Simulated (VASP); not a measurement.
# Si2Ni (Fm-3m) in VASP: notebook

Si2Ni is run at these levels: PBE; tasks: single point.

All numbers are computed with VASP 6.6.1; they aren't measurements. Logs are shortened: lines on timing, memory, paths and dates and some standing lists are left out, and cuts for length are marked.

## 1. The cell of the first run

It takes space group Fm-3m (No. 225, cubic). Conventional cell: a = 5.553 Å, b = 5.553 Å, c = 5.553 Å, α = 90.00°, β = 90.00°, γ = 90.00°. Within 3.2 Å of Si (site symmetry -43m) lie 4 Ni at 2.40 Å and 6 Si at 2.78 Å. Ni (site symmetry m-3m) has 8 Si at 2.40 Å within 3.2 Å.

## 2. Single point, PBE, collinear spin, ferromagnetic start

The input, INCAR:

```
SYSTEM = Si2Ni
PREC = Accurate ; ENCUT = 520
EDIFF = 1E-7 ; ISMEAR = 0
SIGMA = 0.15 ; LREAL = .False.
LASPH = .True. ; NELM = 150
ALGO = Normal ; ISIF = 2
LWAVE = .False. ; LCHARG = .False.
ISPIN = 2 ; MAGMOM = 0 0 0.25
LORBIT = 11 ; NUPDOWN = 0.25
LMAXMIX = 4 ; GGA = PE
NBANDS = 20
```

The input, KPOINTS:

```
Automatic mesh
0
Gamma
  14 14 14
  0 0 0
```

The input, POSCAR:

```
Si2Ni
1.0
    0.0000000000      2.7765473069      2.7765473069
    2.7765473069      0.0000000000      2.7765473069
    2.7765473069      2.7765473069      0.0000000000
Si Ni
2 1
Direct
    0.2500000000      0.2500000000      0.2500000000
    0.7500000000      0.7500000000      0.7500000000
    0.0000000000      0.0000000000      0.0000000000
```

Potentials or basis: VASP PAW PBE potentials, release 64 (Si, Ni).

Started as:

```sh
cat potpaw_PBE.64/Si/POTCAR potpaw_PBE.64/Ni/POTCAR > POTCAR
mpirun -np 1 vasp_std > vasp.out
```

OUTCAR:

```text
SYSTEM = Si2Ni
   PREC = Accurate
   ENCUT = 520
   EDIFF = 1E-7
   ISMEAR = 0
   LREAL = .False.
   LASPH = .True.
   NELM = 150
   ISIF = 2
   ISPIN = 2
   LORBIT = 11
   NUPDOWN = 0.25
   GGA = PE

 ion  position               nearest neighbor table
   1  0.250  0.250  0.250-   3 2.40   3 2.40   3 2.40   3 2.40   2 2.78   2 2.78   2 2.78   2 2.78
                             2 2.78   2 2.78
   2  0.750  0.750  0.750-   3 2.40   3 2.40   3 2.40   3 2.40   1 2.78   1 2.78   1 2.78   1 2.78
                             1 2.78   1 2.78
   3  0.000  0.000  0.000-   1 2.40   2 2.40   2 2.40   2 2.40   2 2.40   1 2.40   1 2.40   1 2.40

  LATTYP: Found a face centered cubic cell.
 ALAT       =     5.5530946138

  Lattice vectors:

 A1 = (   0.0000000000,   2.7765473069,   2.7765473069)
 A2 = (   2.7765473069,   0.0000000000,   2.7765473069)
 A3 = (   2.7765473069,   2.7765473069,   0.0000000000)

Analysis of symmetry for initial positions (statically):
=====================================================================
 Subroutine PRICEL returns:
 Original cell was already a primitive cell.

 Routine SETGRP: Setting up the symmetry group for a
 face centered cubic supercell.

 Subroutine GETGRP returns: Found 48 space group operations
 (whereof 48 operations were pure point group operations)
 out of a pool of 48 trial point group operations.

The static configuration has the point symmetry O_h .

Analysis of symmetry for dynamics (positions and initial velocities):
=====================================================================
 Subroutine PRICEL returns:
 Original cell was already a primitive cell.

 Routine SETGRP: Setting up the symmetry group for a
 face centered cubic supercell.

 Subroutine GETGRP returns: Found 48 space group operations
 (whereof 48 operations were pure point group operations)
 out of a pool of 48 trial point group operations.

The dynamic configuration has the point symmetry O_h .

Analysis of structural, dynamic, and magnetic symmetry:
=====================================================================
 Subroutine PRICEL returns:
 Original cell was already a primitive cell.

 Routine SETGRP: Setting up the symmetry group for a
 face centered cubic supercell.

 Subroutine GETGRP returns: Found 48 space group operations
 (whereof 48 operations were pure point group operations)
 out of a pool of 48 trial point group operations.

The overall configuration has the point symmetry O_h .
[... 124 lines left out ...]
  Thomas-Fermi vector in A             =   2.361452
   LORBIT       =     11    0 simple, 1 ext, 2 COOP (PROOUT), +10 PAW based schemes
   GGA     = PE    functional components
   LHFCALC =     F    Hartree Fock is set to
   AEXX    =    0.0000 exact exchange contribution
   IVDW    =     0    specifies the selected vdW correction
   LEPSILON=     F    determine dielectric tensor
   LRPA    =     F    only Hartree local field effects (RPA)
 spin polarized calculation
 Gauss-broadening in eV      SIGMA  =   0.15
  energy-cutoff  :      520.00
  volume of cell :       42.81
 maximum number of plane-waves:      1185
 NGX is ok and might be reduce to    30
   NGX = 15   NGY = 15   NGZ = 15

 number of electron      18.0000011 magnetization       0.2500000

 Free energy of the ion-electron system (eV)
  ---------------------------------------------------
  ext. energy  EPLUGINS =         0.00000000
  ---------------------------------------------------
  free energy    TOTEN  =       -17.28787900 eV

  energy without entropy =      -17.27588622  energy(sigma->0) =      -17.28188261

 E-fermi :   9.0008     XC(G=0): -11.2217

 val. band max:        9.4105880470   @ k =   0.4286   0.2143   0.0000
 cond. band min:       9.0597254476   @ k =  -0.4286   0.5000   0.0714
 fundamental gap:     -0.3508625994
 Fermi energy:         9.4284872976

 spin component 1

 k-point     1 :       0.0000    0.0000    0.0000
  band No.  band energies     occupation
      1      -3.8320      1.00000
      2       4.5457      1.00000
      3       4.5457      1.00000
      4       4.5457      1.00000
      5       6.1644      1.00000
      6       6.1644      1.00000
[... 541 lines left out ...]
     19      22.0291      0.00000
     20      23.9143      0.00000

 [... further k-points ...]

 spin component 2

 k-point     1 :       0.0000    0.0000    0.0000
  band No.  band energies     occupation
      1      -3.7765      1.00000
      2       4.6590      1.00000
      3       4.6590      1.00000
      4       4.6590      1.00000
      5       6.2488      1.00000
      6       6.2488      1.00000
[... 541 lines left out ...]
     19      22.0783      0.00000
     20      23.9806      0.00000

 [... further k-points ...]

------------------------ aborting loop because EDIFF is reached ----------------------------------------

  FORCE on cell =-STRESS in cart. coord.  units (eV):
  Direction    XX          YY          ZZ          XY          YZ          ZX
  --------------------------------------------------------------------------------------
  -------------------------------------------------------------------------------------
  Total       -1.9373751     -1.9373751     -1.9373751     -0.0000000      0.0000000      0.0000000
  in kB      -72.5068564    -72.5068564    -72.5068564     -0.0000000      0.0000000      0.0000000
  external PRESSURE =     -72.5068564 kB  Pullay stress =       0.0000000 kB

 VOLUME and BASIS-vectors are now :
 -----------------------------------------------------------------------------
  energy-cutoff  :      520.00
  volume of cell :       42.81
      direct lattice vectors                 reciprocal lattice vectors
     0.000000000  2.776547307  2.776547307    -0.180079770  0.180079770  0.180079770
     2.776547307  0.000000000  2.776547307     0.180079770 -0.180079770  0.180079770
     2.776547307  2.776547307  0.000000000     0.180079770  0.180079770 -0.180079770

 POSITION                                       TOTAL-FORCE (eV/Angst)
 -----------------------------------------------------------------------------------
      1.38827      1.38827      1.38827        -0.000000     -0.000000     -0.000000
      4.16482      4.16482      4.16482         0.000000      0.000000      0.000000
      0.00000      0.00000      0.00000         0.000000      0.000000     -0.000000
 -----------------------------------------------------------------------------------
    total drift:                                0.000000     -0.000000     -0.000000

  FREE ENERGIE OF THE ION-ELECTRON SYSTEM (eV)
  ---------------------------------------------------
  free  energy   TOTEN  =       -17.2878790009 eV

  energy  without entropy=      -17.2758862188  energy(sigma->0) =      -17.28188261

 total charge

# of ion       s       p       d       tot
------------------------------------------
    1        0.755   0.792   0.000   1.547
    2        0.755   0.792   0.000   1.547
    3        0.520   0.687   8.406   9.613
--------------------------------------------------
tot          2.030   2.271   8.406  12.707

 magnetization (x)

# of ion       s       p       d       tot
------------------------------------------
    1        0.019   0.012   0.000   0.031
    2        0.019   0.012   0.000   0.031
    3        0.000   0.010   0.124   0.133
--------------------------------------------------
tot          0.038   0.033   0.124   0.195
```

OSZICAR:

```text
N       E                     dE             d eps       ncg     rms          rms(c)
DAV:   1     0.714122777120E+02    0.71412E+02   -0.71010E+03  8384   0.872E+02
DAV:   2    -0.143113469516E+02   -0.85724E+02   -0.76734E+02  8716   0.193E+02
DAV:   3    -0.191233505416E+02   -0.48120E+01   -0.46866E+01 10148   0.478E+01
DAV:   4    -0.192004378338E+02   -0.77087E-01   -0.76922E-01  9724   0.543E+00
DAV:   5    -0.192021337302E+02   -0.16959E-02   -0.16957E-02 10172   0.896E-01    0.157E+01
DAV:   6    -0.247458949170E+02   -0.55438E+01   -0.32718E+01  9512   0.119E+02    0.260E+01
DAV:   7    -0.174981314583E+02    0.72478E+01   -0.97950E+00 10636   0.721E+01    0.401E+00
DAV:   8    -0.173201508805E+02    0.17798E+00   -0.12669E+00 11316   0.172E+01    0.243E+00
DAV:   9    -0.172904407900E+02    0.29710E-01   -0.23749E-01 10396   0.669E+00    0.735E-01
DAV:  10    -0.172877828413E+02    0.26579E-02   -0.92247E-03 11672   0.154E+00    0.323E-01
DAV:  11    -0.172878035900E+02   -0.20749E-04   -0.11186E-03 10088   0.308E-01    0.109E-01
DAV:  12    -0.172878700345E+02   -0.66445E-04   -0.80217E-05 10784   0.949E-02    0.357E-02
DAV:  13    -0.172878775292E+02   -0.74948E-05   -0.88602E-06  9816   0.276E-02    0.198E-02
DAV:  14    -0.172878785127E+02   -0.98349E-06   -0.46350E-06  9528   0.308E-02    0.800E-03
DAV:  15    -0.172878789645E+02   -0.45177E-06   -0.25624E-06  9328   0.201E-02    0.371E-03
DAV:  16    -0.172878790009E+02   -0.36402E-07   -0.25407E-07  9824   0.470E-03
   1 F= -.17287879E+02 E0= -.17281883E+02  d E =-.119928E-01  mag=     0.2500
```

stdout:

```text
POSCAR found type information on POSCAR SiNi
 POSCAR found :  2 types and       3 ions
 scaLAPACK will be used
 LDA part: xc-table for (Slater+PW92), standard interpolation
 POSCAR, INCAR and KPOINTS ok, starting setup
 FFT: planning ... GRIDC
 FFT: planning ... GRID_SOFT
 FFT: planning ... GRID
 WAVECAR not read
 entering main loop
```

It took 3.2 min on 1 thread of Intel Xeon 6975P-C, shared host; peak memory 0.28 GiB.

What came out:

* Free energy: -17.2879 eV
* Pressure: -7.3 GPa
* Net moment: 0.25 μB per cell
* Site moments: Si +0.03; Ni +0.13 μB
* Valence electrons inside the program's atomic spheres: Si 1.55; Ni 9.61

Caveat: the total moment is fixed, so each spin has its own Fermi level.

## 3. Single point, PBE, collinear spin, ferromagnetic start

The input, INCAR:

```
PREC = Accurate
ENCUT = 520
EDIFF = 1E-7
ISMEAR = 0
SIGMA = 0.15
LREAL = F
LASPH = T
NELM = 150
ALGO = Normal
ISIF = 2
LWAVE = F
LCHARG = T
ISPIN = 2
MAGMOM = 0 0 0.75
LORBIT = 11
NUPDOWN = 0.75
LMAXMIX = 4
GGA = PE
LELF = T
LVHAR = T
NBANDS = 20
```

The input, KPOINTS:

```
Automatic mesh
0
Gamma
  14 14 14
```

POSCAR is that of step 2.

Potentials or basis: VASP PAW PBE potentials, release 64 (Si, Ni).

Started as:

```sh
cat potpaw_PBE.64/Si/POTCAR potpaw_PBE.64/Ni/POTCAR > POTCAR
mpirun -np 1 vasp_std > vasp.out
```

It took 3.4 min on 1 thread of Intel Xeon 6975P-C, shared host; peak memory 0.28 GiB.

It converged, with:

```
Free energy                                           : -17.0646 eV
Pressure                                              : -5.8 GPa
Net moment                                            : 0.75 μB per cell
Site moments                                          : Si +0.10; Ni +0.35 μB
Valence electrons inside the program's atomic spheres : Si 1.55; Ni 9.61
```

Caveat: the total moment is fixed, so each spin has its own Fermi level.
